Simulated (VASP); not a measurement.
Set up this calculation in VASP 6.6.1, as the native input.

```
Task                   : relaxation of cell and atoms
Functional             : LDA
Potentials or basis    : VASP PAW LDA potentials, release 64 (Cd, Se)
Cutoff                 : 600 eV
k mesh                 : 6 × 6 × 2
Occupations            : fermi-dirac, width 0.02 eV
Spin                   : no spin polarisation
Dipole correction      : no
Further INCAR settings : ALGO = Normal; EDIFF = 1e-07; IBRION = 2; EDIFFG = -0.005; NSW = 80; ISIF = 3
```

The structure of CdSe lies in POSCAR:

```
CdSe
1.0
    4.3826972658      0.0000000000      0.0000000000
   -2.1913486329      3.7955271692      0.0000000000
    0.0000000000      0.0000000000     14.3053196375
Cd Se
4 4
Direct
    0.0000000000      0.0000000000     -0.0001635496
    0.3333333333      0.6666666667      0.2499698784
    0.0000000000      0.0000000000      0.4998364504
    0.6666666667      0.3333333333      0.7499698784
    0.0000000000      0.0000000000      0.1874660271
    0.3333333333      0.6666666667      0.4377276440
    0.0000000000      0.0000000000      0.6874660271
    0.6666666667      0.3333333333      0.9377276440
```

These files were run (other wordings do the same):

INCAR

```
PREC     = Accurate       # precision mode
ENCUT    = 600            # plane-wave cutoff, eV
EDIFF    = 1E-7           # SCF threshold, eV
ISMEAR   = -1             # smearing method
SIGMA    = 0.02           # smearing width, eV
LREAL    = F              # projectors in reciprocal space
LASPH    = T              # aspherical terms in the spheres
NELM     = 60             # most SCF steps
ALGO     = Normal         # electronic algorithm
ISIF     = 3              # what is computed and relaxed
LWAVE    = F              # write WAVECAR
LCHARG   = F              # write CHGCAR
GGA      = CA             # functional
IBRION   = 2              # ionic algorithm
NSW      = 80             # ionic steps
EDIFFG   = -0.005         # ionic threshold
```

KPOINTS

```
Automatic mesh
0
Gamma
  6 6 2
```

Potentials or basis: VASP PAW LDA potentials, release 64 (Cd, Se).

Run with:

```sh
$ cat potpaw_LDA.64/Cd/POTCAR potpaw_LDA.64/Se/POTCAR > POTCAR
$ mpirun -np 1 vasp_std > vasp.out
```

Results of the run:

```
Relaxed volume                        : 27.32 Å³/atom
Relaxed cell                          : a = 4.260 Å, b = 4.260 Å, c = 13.905 Å, α = 90.00°, β = 90.00°, γ = 120.00°
Space group after relaxing (to 0.1 Å) : P6_3mc (No. 186)
Energy gained by relaxing             : 33.1 meV/atom
Ionic steps                           : 6
Pressure after relaxing               : 0.0 GPa
Largest force after relaxing          : 0.004 eV/Å
Band gap on the k mesh                : 0.45 eV
```

Wall time 6.3 min on 1 thread of Intel(R) Xeon(R) 6975P-C (Granite Rapids), with other jobs on the host, peak memory 0.41 GiB.
